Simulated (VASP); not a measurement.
# Na (Im-3m) in VASP: relaxation of cell and atoms with LDA

Aim: the relaxation of cell and atoms of Na with LDA.

Everything below comes from runs of VASP 6.6.1. Logs are shortened: lines on timing, memory, paths and dates and some standing lists are left out, and cuts for length are marked.

## Step 1: The cell of the first run

The structure is cubic, space group Im-3m (No. 229). The conventional cell has a = 4.235 Å, b = 4.235 Å, c = 4.235 Å, α = 90.00°, β = 90.00°, γ = 90.00°. Na (site symmetry m-3m) has 14 Na at 3.67 to 4.24 Å within 4.8 Å.

## Step 2: Relaxation of cell and atoms, LDA

INCAR reads:

```
PREC = Accurate
ENCUT = 600
EDIFF = 1E-6
ISMEAR = 0
SIGMA = 0.1
LREAL = F
LASPH = T
NELM = 60
ALGO = Normal
ISIF = 3
LWAVE = F
LCHARG = F
IBRION = 2
NSW = 100
EDIFFG = -0.002
```

KPOINTS reads:

```
regular mesh
0
Gamma
  14 14 14
```

POSCAR reads:

```
Na
1.0
   -2.1175000000      2.1175000000      2.1175000000
    2.1175000000     -2.1175000000      2.1175000000
    2.1175000000      2.1175000000     -2.1175000000
Na
1
Direct
    0.0000000000      0.0000000000      0.0000000000
```

Potentials or basis: VASP PAW LDA potentials, release 64 (Na_pv).

Launch:

```sh
cat potpaw_LDA.64/Na_pv/POTCAR > POTCAR
mpirun -np 1 vasp_std > vasp.out
```

OUTCAR:

```text
PREC = Accurate
   ENCUT = 600
   EDIFF = 1E-6
   ISMEAR = 0
   LREAL = F
   LASPH = T
   NELM = 60
   ISIF = 3
   IBRION = 2
   NSW = 100
   EDIFFG = -0.002

 ion  position               nearest neighbor table
   1  0.000  0.000  0.000-

  LATTYP: Found a body centered cubic cell.
 ALAT       =     4.2350000000

  Lattice vectors:

 A1 = (  -2.1175000000,   2.1175000000,   2.1175000000)
 A2 = (   2.1175000000,  -2.1175000000,   2.1175000000)
 A3 = (   2.1175000000,   2.1175000000,  -2.1175000000)

Analysis of symmetry for initial positions (statically):
=====================================================================
 Subroutine PRICEL returns:
 Original cell was already a primitive cell.

 Routine SETGRP: Setting up the symmetry group for a
 body centered cubic supercell.

 Subroutine GETGRP returns: Found 48 space group operations
 (whereof 48 operations were pure point group operations)
 out of a pool of 48 trial point group operations.

The static configuration has the point symmetry O_h .

Analysis of symmetry for dynamics (positions and initial velocities):
=====================================================================
 Subroutine PRICEL returns:
 Original cell was already a primitive cell.

 Routine SETGRP: Setting up the symmetry group for a
 body centered cubic supercell.

 Subroutine GETGRP returns: Found 48 space group operations
 (whereof 48 operations were pure point group operations)
 out of a pool of 48 trial point group operations.

The dynamic configuration has the point symmetry O_h .

 Subroutine INISYM returns: Found 48 space group operations
 (whereof 48 operations are pure point group operations),
 and found     1 'primitive' translations

----------------------------------------------------------------------------------------

                                     Primitive cell

  volume of cell :      37.9778

  direct lattice vectors                    reciprocal lattice vectors
    -2.117500000  2.117500000  2.117500000     0.000000000  0.236127509  0.236127509
     2.117500000 -2.117500000  2.117500000     0.236127509  0.000000000  0.236127509
     2.117500000  2.117500000 -2.117500000     0.236127509  0.236127509  0.000000000

  length of vectors
     3.667617585  3.667617585  3.667617585     0.333934725  0.333934725  0.333934725

  position of ions in fractional coordinates (direct lattice)
     0.000000000  0.000000000  0.000000000

  ion indices of the primitive-cell ions
   primitive index   ion index
                 1           1

----------------------------------------------------------------------------------------

 KPOINTS: regular mesh

Automatic generation of k-mesh.
 Grid dimensions read from file:
 generate k-points for:   14   14   14

 Generating k-lattice:

  Cartesian coordinates                     Fractional coordinates (reciprocal lattice)
     0.000000000  0.016866251  0.016866251     0.071428571  0.000000000  0.000000000
     0.016866251  0.000000000  0.016866251     0.000000000  0.071428571  0.000000000
     0.016866251  0.016866251  0.000000000     0.000000000  0.000000000  0.071428571

  Length of vectors
     0.023852480  0.023852480  0.023852480

  Shift w.r.t. Gamma in fractional coordinates (k-lattice)
     0.000000000  0.000000000  0.000000000

 Subroutine IBZKPT returns following result:
 ===========================================

 Found    104 irreducible k-points:

 Following reciprocal coordinates:
            Coordinates               Weight
  0.000000  0.000000  0.000000      1.000000
  0.071429  0.000000  0.000000     12.000000
  0.142857  0.000000  0.000000     12.000000
  0.214286  0.000000  0.000000     12.000000
  0.285714  0.000000  0.000000     12.000000
  0.357143  0.000000  0.000000     12.000000
[... 16 lines left out ...]
  0.285714  0.285714  0.000000     24.000000
  0.357143  0.285714  0.000000     24.000000
 [... further k-points ...]
   k-points           NKPTS =    104   k-points in BZ     NKDIM =    104   number of bands    NBANDS=      7
   number of dos      NEDOS =    301   number of ions     NIONS =      1
   total plane-waves  NPLWV =  27000
   dimension x,y,z NGX =    30 NGY =   30 NGZ =   30
   dimension x,y,z NGXF=    60 NGYF=   60 NGZF=   60
   ions per type =               1
   NGX,Y,Z   is equivalent  to a cutoff of  13.60, 13.60, 13.60 a.u.
   NGXF,Y,Z  is equivalent  to a cutoff of  27.20, 27.20, 27.20 a.u.
 SYSTEM =  unknown system
   PREC   = accura    normal or accurate (medium, high low for compatibility)
   ISTART =      0    job   : 0-new  1-cont  2-samecut
   ICHARG =      2    charge: 1-file 2-atom 10-const
   ISPIN  =      1    spin polarized calculation?
   LNONCOLLINEAR =      F non collinear calculations
   LSORBIT =      F    spin-orbit coupling
   LASPH  =      T    aspherical Exc in radial PAW
   ENCUT  =  600.0 eV  44.10 Ry    6.64 a.u.   7.33  7.33  7.33*2*pi/ulx,y,z
   NELM   =     60;   NELMIN=  2; NELMDL= -5     # of ELM steps
   EDIFF  = 0.1E-05   stopping-criterion for ELM
   LREAL  =      F    real-space projection
   EDIFFG = -.2E-02   stopping-criterion for IOM
   NSW    =    100    number of steps for IOM
   IBRION =      2    ionic relax: 0-MD 1-quasi-New 2-CG
   NFREE  =      1    steps in history (QN), initial steepest desc. (CG)
   ISIF   =      3    stress and relaxation
   ISYM   =      2    0-nonsym 1-usesym 2-fastsym
   POTIM  = 0.5000    time-step for ionic-motion
   TEBEG  =    0.0;   TEEND  =   0.0 temperature during run
   PSTRESS=    0.0 pullay stress
   NELECT =       7.0000    total number of electrons
   NUPDOWN=      -1.0000    fix difference up-down
   EMIN   =  10.00;   EMAX   =-10.00  energy-range for DOS
   EFERMI =   0.00;   METHOD = LEGACY
   ISMEAR =     0;   SIGMA  =   0.10  broadening in eV -4-tet -1-fermi 0-gaus
   EFERMI_NEDOS =   21; number of points for ismear=-14 and -15
   IALGO  =     38    algorithm
   IMIX   =      4    mixing-type and parameters
     AMIX     =   0.40;   BMIX     =  1.00
     AMIX_MAG =   1.60;   BMIX_MAG =  1.00
  volume/ion in A,a.u.               =      37.98       256.29
  Fermi-wavevector in a.u.,A,eV,Ry     =   0.931674  1.760609 11.810087  0.868017
  Thomas-Fermi vector in A             =   2.058192
   LORBIT       =      0    0 simple, 1 ext, 2 COOP (PROOUT), +10 PAW based schemes
   GGA     = CA    functional components
   LHFCALC =     F    Hartree Fock is set to
   AEXX    =    0.0000 exact exchange contribution
   IVDW    =     0    specifies the selected vdW correction
   LEPSILON=     F    determine dielectric tensor
   LRPA    =     F    only Hartree local field effects (RPA)
 conjugate gradient relaxation of ions
 non-spin polarized calculation
 Gauss-broadening in eV      SIGMA  =   0.10
  energy-cutoff  :      600.00
  volume of cell :       37.98
 maximum number of plane-waves:      1283
 NGX is ok and might be reduce to    30
   NGX = 15   NGY = 15   NGZ = 15

--------------------------------------- Ionic step        1  -------------------------------------------

 number of electron       6.9999994 magnetization

 Free energy of the ion-electron system (eV)
  ---------------------------------------------------
  ext. energy  EPLUGINS =         0.00000000
  ---------------------------------------------------
  free energy    TOTEN  =        -1.43986644 eV

  energy without entropy =       -1.43682166  energy(sigma->0) =       -1.43834405

------------------------ aborting loop because EDIFF is reached ----------------------------------------

  FORCE on cell =-STRESS in cart. coord.  units (eV):
  Direction    XX          YY          ZZ          XY          YZ          ZX
  --------------------------------------------------------------------------------------
  -------------------------------------------------------------------------------------
  Total       -0.2277745     -0.2277745     -0.2277745     -0.0000000     -0.0000000      0.0000000
  in kB       -9.6091582     -9.6091582     -9.6091582     -0.0000000     -0.0000000      0.0000000
  external PRESSURE =      -9.6091582 kB  Pullay stress =       0.0000000 kB
[... 195 lines left out ...]
  energy  without entropy=       -1.4528587527  energy(sigma->0) =       -1.45431916

--------------------------------------- Ionic step        7  -------------------------------------------

 number of electron       6.9999995 magnetization

 Free energy of the ion-electron system (eV)
  ---------------------------------------------------
  ext. energy  EPLUGINS =         0.00000000
  ---------------------------------------------------
  free energy    TOTEN  =        -1.45578177 eV

  energy without entropy =       -1.45286038  energy(sigma->0) =       -1.45432107

 E-fermi :   0.4618     XC(G=0):  -7.0493

 val. band max:        0.4339156356   @ k =  -0.3571   0.4286   0.1429
 cond. band min:       0.5206588657   @ k =   0.3571   0.0714   0.0714
 fundamental gap:      0.0867432302
 Fermi energy:         0.4617964807

 k-point     1 :       0.0000    0.0000    0.0000
  band No.  band energies     occupation
      1     -24.3715      2.00000
      2     -24.3715      2.00000
      3     -24.3715      2.00000
      4      -3.0365      2.00000
      5      12.8579      0.00000
      6      12.8579      0.00000
      7      12.8579      0.00000
[... 221 lines left out ...]
 k-point    24 :       0.3571    0.2857    0.0000
  band No.  band energies     occupation
      1     -24.4124      2.00000
      2     -24.4041      2.00000
      3     -24.3781      2.00000
      4       2.3086      0.00000
      5       2.7542      0.00000
      6       4.1376      0.00000
      7       9.0588      0.00000

 [... further k-points ...]

------------------------ aborting loop because EDIFF is reached ----------------------------------------

  FORCE on cell =-STRESS in cart. coord.  units (eV):
  Direction    XX          YY          ZZ          XY          YZ          ZX
  --------------------------------------------------------------------------------------
  -------------------------------------------------------------------------------------
  Total       -0.0006624     -0.0006624     -0.0006624     -0.0000000      0.0000000     -0.0000000
  in kB       -0.0320121     -0.0320121     -0.0320121     -0.0000000      0.0000000     -0.0000000
  external PRESSURE =      -0.0320121 kB  Pullay stress =       0.0000000 kB
[... 16 lines left out ...]
  FREE ENERGIE OF THE ION-ELECTRON SYSTEM (eV)
  ---------------------------------------------------
  free  energy   TOTEN  =        -1.4557817683 eV

  energy  without entropy=       -1.4528603773  energy(sigma->0) =       -1.45432107

 reached required accuracy - stopping structural energy minimisation
```

Run time: 32 s. Hardware: 1 thread of Intel Xeon 6975P-C (Granite Rapids), shared host; peak memory 0.16 GiB.

Results:

| Property | Result |
| --- | --- |
| Free energy | -1.4558 eV |
| Relaxed volume | 33.15 Å³/atom |
| Relaxed cell | a = 3.505 Å, b = 3.505 Å, c = 3.505 Å, α = 109.47°, β = 109.47°, γ = 109.47° |
| Space group after relaxing (to 0.1 Å) | Im-3m (No. 229) |
| Energy gained by relaxing | 15.9 meV/atom |
| Ionic steps | 7 |
| Pressure after relaxing | 0.0 GPa |
| Band gap on the k mesh | zero (an odd number of electrons rules out a gap without spin polarisation) |

Step by step:
| step | energy change (eV) | largest force (eV/Å) | pressure (GPa) | volume (Å³) |
| --- | --- | --- | --- | --- |
| 1 | 0.0000 | 0.0000 | -0.96 | 37.98 |
| 2 | -0.0067 | 0.0000 | -0.78 | 36.74 |
| 3 | -0.0159 | 0.0000 | -0.04 | 33.19 |
| 4 | -0.0159 | 0.0000 | 0.10 | 33.02 |
| 5 | -0.0159 | 0.0000 | -0.04 | 33.18 |
| 6 | -0.0159 | 0.0000 | 0.04 | 33.13 |
| 7 | -0.0159 | 0.0000 | 0.00 | 33.15 |

Final structure:
```
CELL_PARAMETERS angstrom
-2.02371 2.02371 2.02371
2.02371 -2.02371 2.02371
2.02371 2.02371 -2.02371
ATOMIC_POSITIONS crystal
Na 0.00000 0.00000 0.00000
```

LDA usually gives volumes a few per cent too small. Zero-point motion and thermal expansion aren't in these numbers.
